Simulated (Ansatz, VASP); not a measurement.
## Ge in VASP and in Ansatz

```
Ge
1.0
     0.00000    2.82891    2.82891
     2.82891    0.00000    2.82891
     2.82891    2.82891    0.00000
Ge
2
Direct
  0.00000 0.00000 0.00000
  0.25000 0.25000 0.25000
```

Alike in both runs: task single point; functional revPBE; k mesh 6 × 6 × 6; no spin polarisation.

|  | VASP | Ansatz |
| --- | --- | --- |
| version | VASP 6.6.1 | Ansatz 0.2.0 |
| potentials or method | VASP PAW PBE potentials, release 64 (Ge_d), cutoff 500 eV | plane waves, PAW |
| occupations | gaussian, width 0.01 eV | fixed |
| valence electrons in the cell | 28 | 28 |

|  | VASP | Ansatz | Ansatz less VASP |
| --- | --- | --- | --- |
| pressure (GPa) | 4.6 | 4.8 | +0.19 |

VASP's potentials were made for PBE, not for revPBE.
